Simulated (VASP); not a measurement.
# Gd (Fm-3m) in VASP: a series of runs

Runs on Gd. Level: PBE. Tasks: single point.

All numbers are computed with VASP 6.6.1; they aren't measurements. Logs are shortened: lines on timing, memory, paths and dates and some standing lists are left out, and cuts for length are marked.

## 1. The cell of the first run

It takes space group Fm-3m (No. 225, cubic). Conventional cell: a = 5.172 Å, b = 5.172 Å, c = 5.172 Å, α = 90.00°, β = 90.00°, γ = 90.00°. Within 4.8 Å of Gd (site symmetry m-3m) lie 12 Gd at 3.66 Å.

## 2. Single point, PBE, collinear spin, ferromagnetic start

Contents of INCAR:

```
PREC = Accurate
ENCUT = 520
EDIFF = 1E-6
ISMEAR = -1
SIGMA = 0.05
LREAL = False
LASPH = True
NELM = 150
ALGO = Normal
ISIF = 2
LWAVE = False
LCHARG = False
ISPIN = 2
MAGMOM = 10.5
LORBIT = 11
NUPDOWN = 10.5
LMAXMIX = 6
GGA = PE
NBANDS = 19
```

Contents of KPOINTS:

```
Automatic mesh
0
Gamma
  8 8 8
```

Contents of POSCAR:

```
Gd
1.0
    0.0000000000      2.5858190855      2.5858190855
    2.5858190855      0.0000000000      2.5858190855
    2.5858190855      2.5858190855      0.0000000000
Gd
1
Direct
    0.0000000000      0.0000000000      0.0000000000
```

Potentials or basis: VASP PAW PBE potentials, release 64 (Gd).

Run with:

```console
> cat potpaw_PBE.64/Gd/POTCAR > POTCAR
> mpirun -np 1 vasp_std > vasp.out
```

OUTCAR:

```text
PREC = Accurate
   ENCUT = 520
   EDIFF = 1E-6
   ISMEAR = -1
   LREAL = False
   LASPH = True
   NELM = 150
   ISIF = 2
   ISPIN = 2
   LORBIT = 11
   NUPDOWN = 10.5
   GGA = PE

 ion  position               nearest neighbor table
   1  0.000  0.000  0.000-

  LATTYP: Found a face centered cubic cell.
 ALAT       =     5.1716381710

  Lattice vectors:

 A1 = (   0.0000000000,   2.5858190855,   2.5858190855)
 A2 = (   2.5858190855,   0.0000000000,   2.5858190855)
 A3 = (   2.5858190855,   2.5858190855,   0.0000000000)

Analysis of symmetry for initial positions (statically):
=====================================================================
 Subroutine PRICEL returns:
 Original cell was already a primitive cell.

 Routine SETGRP: Setting up the symmetry group for a
 face centered cubic supercell.

 Subroutine GETGRP returns: Found 48 space group operations
 (whereof 48 operations were pure point group operations)
 out of a pool of 48 trial point group operations.

The static configuration has the point symmetry O_h .

Analysis of symmetry for dynamics (positions and initial velocities):
=====================================================================
 Subroutine PRICEL returns:
 Original cell was already a primitive cell.

 Routine SETGRP: Setting up the symmetry group for a
 face centered cubic supercell.

 Subroutine GETGRP returns: Found 48 space group operations
 (whereof 48 operations were pure point group operations)
 out of a pool of 48 trial point group operations.

The dynamic configuration has the point symmetry O_h .

Analysis of structural, dynamic, and magnetic symmetry:
=====================================================================
 Subroutine PRICEL returns:
 Original cell was already a primitive cell.

 Routine SETGRP: Setting up the symmetry group for a
 face centered cubic supercell.

 Subroutine GETGRP returns: Found 48 space group operations
 (whereof 48 operations were pure point group operations)
 out of a pool of 48 trial point group operations.

The overall configuration has the point symmetry O_h .

 Subroutine INISYM returns: Found 48 space group operations
 (whereof 48 operations are pure point group operations),
 and found     1 'primitive' translations

----------------------------------------------------------------------------------------

                                     Primitive cell

  volume of cell :      34.5800

  direct lattice vectors                    reciprocal lattice vectors
     0.000000000  2.585819085  2.585819085    -0.193362329  0.193362329  0.193362329
     2.585819085  0.000000000  2.585819085     0.193362329 -0.193362329  0.193362329
     2.585819085  2.585819085  0.000000000     0.193362329  0.193362329 -0.193362329

  length of vectors
     3.656900421  3.656900421  3.656900421     0.334913378  0.334913378  0.334913378

  position of ions in fractional coordinates (direct lattice)
     0.000000000  0.000000000  0.000000000

  ion indices of the primitive-cell ions
   primitive index   ion index
                 1           1

----------------------------------------------------------------------------------------

 KPOINTS: Automatic mesh

Automatic generation of k-mesh.
 Grid dimensions read from file:
 generate k-points for:    8    8    8

 Generating k-lattice:

  Cartesian coordinates                     Fractional coordinates (reciprocal lattice)
    -0.024170291  0.024170291  0.024170291     0.125000000  0.000000000  0.000000000
     0.024170291 -0.024170291  0.024170291     0.000000000  0.125000000  0.000000000
     0.024170291  0.024170291 -0.024170291     0.000000000  0.000000000  0.125000000

  Length of vectors
     0.041864172  0.041864172  0.041864172

  Shift w.r.t. Gamma in fractional coordinates (k-lattice)
     0.000000000  0.000000000  0.000000000

 Subroutine IBZKPT returns following result:
 ===========================================

 Found     29 irreducible k-points:

 Following reciprocal coordinates:
            Coordinates               Weight
  0.000000  0.000000  0.000000      1.000000
  0.125000  0.000000  0.000000      8.000000
  0.250000  0.000000  0.000000      8.000000
  0.375000  0.000000  0.000000      8.000000
  0.500000  0.000000  0.000000      4.000000
  0.125000  0.125000  0.000000      6.000000
[... 16 lines left out ...]
  0.500000  0.250000  0.125000     48.000000
 -0.375000  0.250000  0.125000     24.000000
 [... further k-points ...]
   k-points           NKPTS =     29   k-points in BZ     NKDIM =     29   number of bands    NBANDS=     19
   number of dos      NEDOS =    301   number of ions     NIONS =      1
   total plane-waves  NPLWV =  21952
   dimension x,y,z NGX =    28 NGY =   28 NGZ =   28
   dimension x,y,z NGXF=    56 NGYF=   56 NGZF=   56
   ions per type =               1
   NGX,Y,Z   is equivalent  to a cutoff of  12.73, 12.73, 12.73 a.u.
   NGXF,Y,Z  is equivalent  to a cutoff of  25.46, 25.46, 25.46 a.u.
 SYSTEM =  unknown system
   PREC   = accura    normal or accurate (medium, high low for compatibility)
   ISTART =      0    job   : 0-new  1-cont  2-samecut
   ICHARG =      2    charge: 1-file 2-atom 10-const
   ISPIN  =      2    spin polarized calculation?
   LNONCOLLINEAR =      F non collinear calculations
   LSORBIT =      F    spin-orbit coupling
   LASPH  =      T    aspherical Exc in radial PAW
   ENCUT  =  520.0 eV  38.22 Ry    6.18 a.u.   6.80  6.80  6.80*2*pi/ulx,y,z
   NELM   =    150;   NELMIN=  2; NELMDL= -5     # of ELM steps
   EDIFF  = 0.1E-05   stopping-criterion for ELM
   LREAL  =      F    real-space projection
   EDIFFG = 0.1E-04   stopping-criterion for IOM
   NSW    =      0    number of steps for IOM
   IBRION =     -1    ionic relax: 0-MD 1-quasi-New 2-CG
   NFREE  =      0    steps in history (QN), initial steepest desc. (CG)
   ISIF   =      2    stress and relaxation
   ISYM   =      2    0-nonsym 1-usesym 2-fastsym
   POTIM  = 0.5000    time-step for ionic-motion
   TEBEG  =    0.0;   TEEND  =   0.0 temperature during run
   PSTRESS=    0.0 pullay stress
   NELECT =      18.0000    total number of electrons
   NUPDOWN=      10.5000    fix difference up-down
   EMIN   =  10.00;   EMAX   =-10.00  energy-range for DOS
   EFERMI =   0.00;   METHOD = LEGACY
   ISMEAR =    -1;   SIGMA  =   0.05  broadening in eV -4-tet -1-fermi 0-gaus
   EFERMI_NEDOS =   21; number of points for ismear=-14 and -15
   IALGO  =     38    algorithm
   IMIX   =      4    mixing-type and parameters
     AMIX     =   0.40;   BMIX     =  1.00
     AMIX_MAG =   1.60;   BMIX_MAG =  1.00
  volume/ion in A,a.u.               =      34.58       233.36
  Fermi-wavevector in a.u.,A,eV,Ry     =   1.316914  2.488607 23.596086  1.734263
  Thomas-Fermi vector in A             =   2.446993
   LORBIT       =     11    0 simple, 1 ext, 2 COOP (PROOUT), +10 PAW based schemes
   GGA     = PE    functional components
   LHFCALC =     F    Hartree Fock is set to
   AEXX    =    0.0000 exact exchange contribution
   IVDW    =     0    specifies the selected vdW correction
   LEPSILON=     F    determine dielectric tensor
   LRPA    =     F    only Hartree local field effects (RPA)
 spin polarized calculation
  energy-cutoff  :      520.00
  volume of cell :       34.58
 maximum number of plane-waves:       950
   NGX = 13   NGY = 13   NGZ = 13

 number of electron      18.0000002 magnetization      10.5000003

 Free energy of the ion-electron system (eV)
  ---------------------------------------------------
  ext. energy  EPLUGINS =         0.00000000
  ---------------------------------------------------
  free energy    TOTEN  =        -5.26000710 eV

  energy without entropy =       -5.22624333  energy(sigma->0) =       -5.24312522

 E-fermi : -16.9384     XC(G=0):  -9.7946

 val. band max:        3.9678972994   @ k =  -0.2500   0.1250   0.0000
 cond. band min:     -16.9226709413   @ k =  -0.1250   0.1250   0.0000
 fundamental gap:    -20.8905682407
 Fermi energy:         3.9906729420

 spin component 1

 k-point     1 :       0.0000    0.0000    0.0000
  band No.  band energies     occupation
      1     -43.1813      1.00000
      2     -20.2349      1.00000
      3     -20.2349      1.00000
      4     -20.2349      1.00000
      5      -3.0274      1.00000
      6      -2.9858      1.00000
[... 11 lines left out ...]
     18      10.8974      0.00000
     19      14.0726      0.00000

 k-point     2 :       0.1250    0.0000    0.0000
  band No.  band energies     occupation
      1     -43.1739      1.00000
      2     -20.3287      1.00000
      3     -20.2469      1.00000
      4     -20.2469      1.00000
      5      -3.0174      1.00000
      6      -2.9717      1.00000
[... 476 lines left out ...]
 k-point    24 :      -0.3750    0.2500    0.1250
  band No.  band energies     occupation
      1     -43.1217      1.00000
      2     -20.7592      1.00000
      3     -20.4769      1.00000
      4     -20.3670      1.00000
      5      -2.9821      1.00000
      6      -2.9772      1.00000
[... 11 lines left out ...]
     18       8.8487      0.00000
     19      12.7360      0.00000

 [... further k-points ...]

 spin component 2

 k-point     1 :       0.0000    0.0000    0.0000
  band No.  band energies     occupation
      1     -39.1873      1.00000
      2     -16.9026      0.32831
      3     -16.9026      0.32830
      4     -16.9026      0.32830
      5      -0.6990      0.00000
      6       2.6610      0.00000
[... 11 lines left out ...]
     18      13.6600      0.00000
     19      16.2785      0.00000

 k-point     2 :       0.1250    0.0000    0.0000
  band No.  band energies     occupation
      1     -39.1783      1.00000
      2     -17.0126      0.81529
      3     -16.9163      0.39123
      4     -16.9163      0.39122
      5      -0.2906      0.00000
      6       2.6662      0.00000
[... 476 lines left out ...]
 k-point    24 :      -0.3750    0.2500    0.1250
  band No.  band energies     occupation
      1     -39.1160      1.00000
      2     -17.5115      0.99999
      3     -17.1826      0.99249
      4     -17.0547      0.91106
      5       2.6553      0.00000
      6       2.6576      0.00000
[... 11 lines left out ...]
     18      11.3570      0.00000
     19      15.2217      0.00000

 [... further k-points ...]
[... 5 lines left out ...]
  --------------------------------------------------------------------------------------
  -------------------------------------------------------------------------------------
  Total        0.1676013      0.1676013      0.1676013      0.0000000      0.0000000     -0.0000000
  in kB        7.7653950      7.7653950      7.7653950      0.0000000      0.0000000     -0.0000000
  external PRESSURE =       7.7653950 kB  Pullay stress =       0.0000000 kB

 VOLUME and BASIS-vectors are now :
 -----------------------------------------------------------------------------
  energy-cutoff  :      520.00
  volume of cell :       34.58
      direct lattice vectors                 reciprocal lattice vectors
     0.000000000  2.585819085  2.585819085    -0.193362329  0.193362329  0.193362329
     2.585819085  0.000000000  2.585819085     0.193362329 -0.193362329  0.193362329
     2.585819085  2.585819085  0.000000000     0.193362329  0.193362329 -0.193362329

 POSITION                                       TOTAL-FORCE (eV/Angst)
 -----------------------------------------------------------------------------------
      0.00000      0.00000      0.00000        -0.000000      0.000000     -0.000000
 -----------------------------------------------------------------------------------
    total drift:                               -0.000000     -0.000000     -0.000000

  FREE ENERGIE OF THE ION-ELECTRON SYSTEM (eV)
  ---------------------------------------------------
  free  energy   TOTEN  =        -5.2600071003 eV

  energy  without entropy=       -5.2262433302  energy(sigma->0) =       -5.24312522

 total charge

# of ion       s       p       d       f       tot
--------------------------------------------------
    1        2.027   5.335   0.892   6.914  15.168

 magnetization (x)

# of ion       s       p       d       f       tot
--------------------------------------------------
    1        0.055   0.257   0.892   6.914   8.118
```

It took 27 s on 1 thread of Intel Xeon 6975P-C (Granite Rapids), shared host; peak memory 0.19 GiB.

What came out:

- Free energy: -5.2600 eV
- Pressure: 0.8 GPa
- Net moment: 10.50 μB per cell
- Site moments: Gd +8.12 μB
- Valence electrons inside the program's atomic spheres: Gd 15.17

Caveat: spin-orbit coupling is left out, which moves the levels of the heavy elements; the total moment is fixed, so each spin has its own Fermi level. The state reached can hang on the start; a lower one may exist.

## 3. Single point, PBE, collinear spin, ferromagnetic start

Contents of INCAR:

```
SYSTEM = Gd
  PREC = Accurate
  ENCUT = 520
  EDIFF = 1E-7
  ISMEAR = -1
  SIGMA = 0.05
  LREAL = .False.
  LASPH = .True.
  NELM = 150
  ALGO = Normal
  ISIF = 2
  LWAVE = .False.
  LCHARG = .False.
  ISPIN = 2
  MAGMOM = 14
  LORBIT = 11
  NUPDOWN = 14.0
  LMAXMIX = 6
  GGA = PE
  NBANDS = 19
```

Contents of KPOINTS:

```
regular mesh
0
Gamma
  8 8 8
  0 0 0
```

POSCAR is that of step 2.

Potentials or basis: VASP PAW PBE potentials, release 64 (Gd).

Run with:

```console
> cat potpaw_PBE.64/Gd/POTCAR > POTCAR
> mpirun -np 1 vasp_std > vasp.out
```

It took 31 s on 1 thread of Intel Xeon 6975P-C (Granite Rapids), shared host; peak memory 0.19 GiB.

It converged, with:

| Item | Value |
| --- | --- |
| Free energy | 33.0645 eV |
| Pressure | 6.4 GPa |
| Net moment | 14.00 μB per cell |
| Site moments | Gd +11.12 μB |
| Valence electrons inside the program's atomic spheres | Gd 14.85 |

Caveat: spin-orbit coupling is left out, which moves the levels of the heavy elements; the total moment is fixed, so each spin has its own Fermi level.

## 4. Single point, PBE, collinear spin, ferromagnetic start

Changes to INCAR since step 3:

```diff
@@ -12,9 +12,10 @@
   LWAVE = .False.
-  LCHARG = .False.
+  LCHARG = .True.
   ISPIN = 2
-  MAGMOM = 14
+  MAGMOM = 7
   LORBIT = 11
-  NUPDOWN = 14.0
   LMAXMIX = 6
   GGA = PE
+  LELF = .True.
+  LVHAR = .True.
   NBANDS = 19
```

Contents of KPOINTS:

```
regular mesh
0
Gamma
  9 9 9
  0 0 0
```

POSCAR is that of step 3.

Run with:

```console
> cat potpaw_PBE.64/Gd/POTCAR > POTCAR
> mpirun -np 1 vasp_std > vasp.out
```

Run time: 2.9 min. Hardware: 1 thread of AMD EPYC 7R43 (Zen 3), shared host; peak memory 0.16 GiB.

Results (log left out):

```
Free energy                                           : -11.6611 eV
Pressure                                              : -1.3 GPa
Net moment                                            : 7.59 μB per cell
Site moments                                          : Gd +6.97 μB
Valence electrons inside the program's atomic spheres : Gd 15.19
```

Levels at points of the mesh, in eV from the Fermi level:
Spin up:
| k point | band 10 | band 11 | band 12 | band 13 | band 14 | band 15 | band 16 | band 17 |
| --- | --- | --- | --- | --- | --- | --- | --- | --- |
| (0.00, 0.00, 0.00) | -4.85 | -4.85 | -4.85 | 1.26 | 1.26 | 1.26 | 3.42 | 3.42 |
Spin down:
| k point | band 2 | band 3 | band 4 | band 5 | band 6 | band 7 | band 8 | band 9 |
| --- | --- | --- | --- | --- | --- | --- | --- | --- |
| (0.00, 0.00, 0.00) | -20.07 | -20.07 | -20.07 | -4.21 | 0.24 | 0.40 | 0.40 | 0.40 |

Caveat: spin-orbit coupling is left out, which moves the levels of the heavy elements.

## 5. Summary

| fixed moment (μB) | k mesh | pressure (GPa) | moment (μB) |
| --- | --- | --- | --- |
| 10.5 | 8 × 8 × 8 | 0.8 | 10.50 |
| 14.0 | 8 × 8 × 8 | 6.4 | 14.00 |
| - | 9 × 9 × 9 | -1.3 | 7.59 |

Alike in all rows: task single point; level PBE; potentials or basis VASP PAW PBE potentials, release 64 (Gd); spin collinear, ferromagnetic start; cell as given; cutoff (eV) 520; smearing fermi-dirac 0.05 eV.

Caveats: spin-orbit coupling is left out, which moves the levels of the heavy elements; the total moment is fixed, so each spin has its own Fermi level (some runs).

Total energies depend on the potentials used, so only differences within one code and one set of settings carry meaning.
